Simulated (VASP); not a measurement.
# CdS (F-43m) in VASP: further runs, part 3 of 3

VASP 6.6.1.

### 5 Single point, PBE-based screened hybrid with 15 % exact exchange

This run uses another cell than the first one, of 24.81 Å³/atom.

File POSCAR:

```
CdS
1.0
    0.0000000000      2.9165000000      2.9165000000
    2.9165000000      0.0000000000      2.9165000000
    2.9165000000      2.9165000000      0.0000000000
Cd S
1 1
Direct
    0.0000000000      0.0000000000      0.0000000000
    0.7500000000      0.7500000000      0.7500000000
```

File INCAR.step1:

```
PREC     = Accurate       # precision mode
ENCUT    = 520            # plane-wave cutoff, eV
EDIFF    = 1E-5           # SCF threshold, eV
ISMEAR   = -1             # smearing method
SIGMA    = 0.05           # smearing width, eV
LREAL    = F              # projectors in reciprocal space
LASPH    = T              # aspherical terms in the spheres
NELM     = 100            # most SCF steps
ALGO     = Normal         # electronic algorithm
ISIF     = 2              # what is computed and relaxed
LWAVE    = T              # write WAVECAR
NBANDS   = 16             # bands
GGA      = PE             # functional
```

File INCAR.step2:

```
PREC     = Accurate       # precision mode
ENCUT    = 520            # plane-wave cutoff, eV
EDIFF    = 1E-6           # SCF threshold, eV
ISMEAR   = -1             # smearing method
SIGMA    = 0.05           # smearing width, eV
LREAL    = F              # projectors in reciprocal space
LASPH    = T              # aspherical terms in the spheres
NELM     = 100            # most SCF steps
ALGO     = Normal         # electronic algorithm
ISIF     = 2              # what is computed and relaxed
LWAVE    = F              # write WAVECAR
LCHARG   = T              # write CHGCAR
GGA      = PE             # functional
LHFCALC  = T              # exact exchange
AEXX     = 0.15           # exact-exchange fraction
HFSCREEN = 0.2            # screening, 1/A
PRECFOCK = Normal       
LELF     = T              # ELF
LVHAR    = T            
NBANDS   = 16             # bands
ISTART   = 1
```

File KPOINTS:

```
regular mesh
0
Gamma
  4 4 4
```

Potentials or basis: VASP PAW PBE potentials, release 64 (Cd, S).

Run with:

```
> cat potpaw_PBE.64/Cd/POTCAR potpaw_PBE.64/S/POTCAR > POTCAR
> cp INCAR.step1 INCAR
> mpirun -np 1 vasp_std > vasp.out
> cp INCAR.step2 INCAR
> mpirun -np 1 vasp_std > vasp.out
```

OUTCAR:

```text
PREC = Accurate
   ENCUT = 520
   EDIFF = 1E-6
   ISMEAR = -1
   LREAL = F
   LASPH = T
   NELM = 100
   ISIF = 2
   GGA = PE
   LHFCALC = T
   AEXX = 0.15
   HFSCREEN = 0.2
   PRECFOCK = Normal
   ISTART = 1

 ion  position               nearest neighbor table
   1  0.000  0.000  0.000-   2 2.53   2 2.53   2 2.53   2 2.53
   2  0.750  0.750  0.750-   1 2.53   1 2.53   1 2.53   1 2.53

  LATTYP: Found a face centered cubic cell.
 ALAT       =     5.8330000000

  Lattice vectors:

 A1 = (   0.0000000000,   2.9165000000,   2.9165000000)
 A2 = (   2.9165000000,   0.0000000000,   2.9165000000)
 A3 = (   2.9165000000,   2.9165000000,   0.0000000000)

Analysis of symmetry for initial positions (statically):
=====================================================================
 Subroutine PRICEL returns:
 Original cell was already a primitive cell.

 Routine SETGRP: Setting up the symmetry group for a
 face centered cubic supercell.

 Subroutine GETGRP returns: Found 24 space group operations
 (whereof 24 operations were pure point group operations)
 out of a pool of 48 trial point group operations.

The static configuration has the point symmetry T_d .

Analysis of symmetry for dynamics (positions and initial velocities):
=====================================================================
 Subroutine PRICEL returns:
 Original cell was already a primitive cell.

 Routine SETGRP: Setting up the symmetry group for a
 face centered cubic supercell.

 Subroutine GETGRP returns: Found 24 space group operations
 (whereof 24 operations were pure point group operations)
 out of a pool of 48 trial point group operations.

The dynamic configuration has the point symmetry T_d .

 Subroutine INISYM returns: Found 24 space group operations
 (whereof 24 operations are pure point group operations),
 and found     1 'primitive' translations

----------------------------------------------------------------------------------------

                                     Primitive cell

  volume of cell :      49.6153

  direct lattice vectors                    reciprocal lattice vectors
     0.000000000  2.916500000  2.916500000    -0.171438368  0.171438368  0.171438368
     2.916500000  0.000000000  2.916500000     0.171438368 -0.171438368  0.171438368
     2.916500000  2.916500000  0.000000000     0.171438368  0.171438368 -0.171438368

  length of vectors
     4.124553855  4.124553855  4.124553855     0.296939964  0.296939964  0.296939964

  position of ions in fractional coordinates (direct lattice)
     0.000000000  0.000000000  0.000000000
     0.750000000  0.750000000  0.750000000

  ion indices of the primitive-cell ions
   primitive index   ion index
                 1           1
                 2           2

----------------------------------------------------------------------------------------

 KPOINTS: regular mesh

Automatic generation of k-mesh.
 Grid dimensions read from file:
 generate k-points for:    4    4    4

 Generating k-lattice:

  Cartesian coordinates                     Fractional coordinates (reciprocal lattice)
    -0.042859592  0.042859592  0.042859592     0.250000000  0.000000000  0.000000000
     0.042859592 -0.042859592  0.042859592     0.000000000  0.250000000  0.000000000
     0.042859592  0.042859592 -0.042859592     0.000000000  0.000000000  0.250000000

  Length of vectors
     0.074234991  0.074234991  0.074234991

  Shift w.r.t. Gamma in fractional coordinates (k-lattice)
     0.000000000  0.000000000  0.000000000

 Subroutine IBZKPT returns following result:
 ===========================================

 Found      8 irreducible k-points:

 Following reciprocal coordinates:
            Coordinates               Weight
  0.000000  0.000000  0.000000      1.000000
  0.250000  0.000000  0.000000      8.000000
  0.500000  0.000000  0.000000      4.000000
  0.250000  0.250000  0.000000      6.000000
  0.500000  0.250000  0.000000     24.000000
 -0.250000  0.250000  0.000000     12.000000
  0.500000  0.500000  0.000000      3.000000
 -0.250000  0.500000  0.250000      6.000000
   k-points           NKPTS =      8   k-points in BZ     NKDIM =     64   number of bands    NBANDS=     16
   number of dos      NEDOS =    301   number of ions     NIONS =      2
   total plane-waves  NPLWV =  32768
   dimension x,y,z NGX =    32 NGY =   32 NGZ =   32
   dimension x,y,z NGXF=    64 NGYF=   64 NGZF=   64
   ions per type =               1   1
   NGX,Y,Z   is equivalent  to a cutoff of  12.90, 12.90, 12.90 a.u.
   NGXF,Y,Z  is equivalent  to a cutoff of  25.80, 25.80, 25.80 a.u.
 SYSTEM =  unknown system
   PREC   = accura    normal or accurate (medium, high low for compatibility)
   ISTART =      1    job   : 0-new  1-cont  2-samecut
   ICHARG =      0    charge: 1-file 2-atom 10-const
   ISPIN  =      1    spin polarized calculation?
   LNONCOLLINEAR =      F non collinear calculations
   LSORBIT =      F    spin-orbit coupling
   LASPH  =      T    aspherical Exc in radial PAW
   ENCUT  =  520.0 eV  38.22 Ry    6.18 a.u.   7.67  7.67  7.67*2*pi/ulx,y,z
   NELM   =    100;   NELMIN=  2; NELMDL=  0     # of ELM steps
   EDIFF  = 0.1E-05   stopping-criterion for ELM
   LREAL  =      F    real-space projection
   EDIFFG = 0.1E-04   stopping-criterion for IOM
   NSW    =      0    number of steps for IOM
   IBRION =     -1    ionic relax: 0-MD 1-quasi-New 2-CG
   NFREE  =      0    steps in history (QN), initial steepest desc. (CG)
   ISIF   =      2    stress and relaxation
   ISYM   =      3    0-nonsym 1-usesym 2-fastsym
   POTIM  = 0.5000    time-step for ionic-motion
   TEBEG  =    0.0;   TEEND  =   0.0 temperature during run
   PSTRESS=    0.0 pullay stress
   NELECT =      18.0000    total number of electrons
   NUPDOWN=      -1.0000    fix difference up-down
   EMIN   =  10.00;   EMAX   =-10.00  energy-range for DOS
   EFERMI =   0.00;   METHOD = LEGACY
   ISMEAR =    -1;   SIGMA  =   0.05  broadening in eV -4-tet -1-fermi 0-gaus
   EFERMI_NEDOS =   21; number of points for ismear=-14 and -15
   IALGO  =     38    algorithm
   IMIX   =      1    mixing-type and parameters
     AMIX     =   0.40;   BMIX     =  1.00
     AMIX_MAG =   1.60;   BMIX_MAG =  1.00
  volume/ion in A,a.u.               =      24.81       167.41
  Fermi-wavevector in a.u.,A,eV,Ry     =   1.167599  2.206442 18.548649  1.363287
  Thomas-Fermi vector in A             =   2.304097
   LORBIT       =      0    0 simple, 1 ext, 2 COOP (PROOUT), +10 PAW based schemes
   GGA     = PE    functional components
   LHFCALC =     T    Hartree Fock is set to
   PRECFOCK=normal    Normal, Fast or Accurate (Low or Medium for compatibility)
   ENCUT4O =  -1.0   cutoff for four orbital integrals eV
   NKREDX  =     1    reduce k-point grid by
   NKREDY  =     1    reduce k-point grid by
   NKREDZ  =     1    reduce k-point grid by
   AEXX    =    0.1500 exact exchange contribution
   HFSCREEN=    0.2000 screening length (either q_TF or 0.3 A-1)
   HFSCREENC=   0.2000 screening length for correlation (either q_TF or 0.3 A-1)
   ENCUTFOCK=  -1.0 apply spherical cutoff to Coloumb kernel
   IVDW    =     0    specifies the selected vdW correction
   LEPSILON=     F    determine dielectric tensor
   LRPA    =     F    only Hartree local field effects (RPA)
 non-spin polarized calculation
  energy-cutoff  :      520.00
  volume of cell :       49.62
 maximum number of plane-waves:      1363
 NGX is ok and might be reduce to    32
  NGX = 24; NGY = 24; NGZ = 24

 number of electron      18.0000004 magnetization

 Free energy of the ion-electron system (eV)
  ---------------------------------------------------
  ext. energy  EPLUGINS =         0.00000000
  ---------------------------------------------------
  free energy    TOTEN  =        -6.98424130 eV

  energy without entropy =       -6.98424130  energy(sigma->0) =       -6.98424130

 E-fermi :   1.8457     XC(G=0):  -8.1999

 val. band max:        0.9374332367   @ k =   0.0000   0.0000   0.0000
 cond. band min:       2.7021065162   @ k =   0.0000   0.0000   0.0000
 fundamental gap:      1.7646732795
 Fermi energy:         1.8457478244

 k-point     1 :       0.0000    0.0000    0.0000
  band No.  band energies     occupation
      1     -12.1490      2.00000
      2      -7.4836      2.00000
      3      -7.4836      2.00000
      4      -7.4836      2.00000
      5      -7.0029      2.00000
      6      -7.0029      2.00000
[... 129 lines left out ...]
      3      -7.2349      2.00000
      4      -7.0452      2.00000
      5      -6.9942      2.00000
      6      -6.3378      2.00000
[... 8 lines left out ...]
     15      14.9675      0.00000
     16      15.1801      0.00000

------------------------ aborting loop because EDIFF is reached ----------------------------------------

  FORCE on cell =-STRESS in cart. coord.  units (eV):
  Direction    XX          YY          ZZ          XY          YZ          ZX
  --------------------------------------------------------------------------------------
  -------------------------------------------------------------------------------------
  Total        0.8049200      0.8049200      0.8049200     -0.0000000     -0.0000000      0.0000000
  in kB       25.9924586     25.9924586     25.9924586     -0.0000000     -0.0000000      0.0000000
  external PRESSURE =      25.9924586 kB  Pullay stress =       0.0000000 kB

 VOLUME and BASIS-vectors are now :
 -----------------------------------------------------------------------------
  energy-cutoff  :      520.00
  volume of cell :       49.62
      direct lattice vectors                 reciprocal lattice vectors
     0.000000000  2.916500000  2.916500000    -0.171438368  0.171438368  0.171438368
     2.916500000  0.000000000  2.916500000     0.171438368 -0.171438368  0.171438368
     2.916500000  2.916500000  0.000000000     0.171438368  0.171438368 -0.171438368

 POSITION                                       TOTAL-FORCE (eV/Angst)
 -----------------------------------------------------------------------------------
      0.00000      0.00000      0.00000         0.000000      0.000000      0.000000
      4.37475      4.37475      4.37475        -0.000000     -0.000000     -0.000000
 -----------------------------------------------------------------------------------
    total drift:                               -0.000097     -0.000112     -0.000067

  FREE ENERGIE OF THE ION-ELECTRON SYSTEM (eV)
  ---------------------------------------------------
  free  energy   TOTEN  =        -6.9842413013 eV

  energy  without entropy=       -6.9842412991  energy(sigma->0) =       -6.98424130
```

Run time: 9.9 min. Hardware: 1 thread of Intel Xeon 8259CL, shared host; peak memory 0.28 GiB.

Results:

```yaml
Free_energy: -6.9842 eV
Pressure: 2.6 GPa
Band_gap_on_the_k_mesh: 1.76 eV
```

Levels at points of the mesh, in eV from the valence-band top:
```csv
k point,band 5,band 6,band 7,band 8,band 9,band 10,band 11,band 12,band 13,band 14
"(0.00, 0.00, 0.00)",-7.94,-7.94,0.00,0.00,0.00,1.76,7.24,7.24,7.24,12.24
"(0.50, 0.00, 0.00)",-7.90,-7.54,-4.59,-0.79,-0.79,3.67,7.70,7.70,8.21,11.83
"(0.50, 0.50, 0.00)",-7.86,-7.46,-4.12,-1.96,-1.96,4.09,5.03,10.04,11.69,11.69
```

Caveat: the k points lie up to 0.47 Å⁻¹ apart; the PAW data sets were made with another functional, which shifts forces and pressure a little.

### 6 Summary

```csv
level,spin,cell,k mesh,cutoff (eV),smearing,grid for exact exchange (PRECFOCK),share of exact exchange,screening parameter,gap on the mesh (eV),pressure (GPa)
BLYP,"non-collinear, zero start, SOC","a = 4.069 Å, angles 60.0°, 2 atoms",8 × 8 × 8,500,fermi-dirac 0.1 eV,-,-,-,-,9.8
PBE-based screened hybrid with 5 % exact exchange,off,"a = 4.125 Å, angles 60.0°, 2 atoms",4 × 4 × 4,520,fermi-dirac 0.05 eV,Normal,0.05,0.2 1/Å,1.34,3.1
PBE-based screened hybrid with 10 % exact exchange,off,"a = 4.125 Å, angles 60.0°, 2 atoms",4 × 4 × 4,520,fermi-dirac 0.05 eV,Normal,0.1,0.2 1/Å,1.55,2.8
PBE-based screened hybrid with 15 % exact exchange,off,"a = 4.125 Å, angles 60.0°, 2 atoms",4 × 4 × 4,520,fermi-dirac 0.05 eV,Normal,0.15,0.2 1/Å,1.76,2.6
```

Alike in all rows: task single point; potentials or basis VASP PAW PBE potentials, release 64 (Cd, S).

Caveats: some runs use coarse meshes; the PAW data sets were made with another functional, which shifts forces and pressure a little; the cell stands under pressure (at least some runs).

Absolute energies hang on the potentials; compare differences alone.
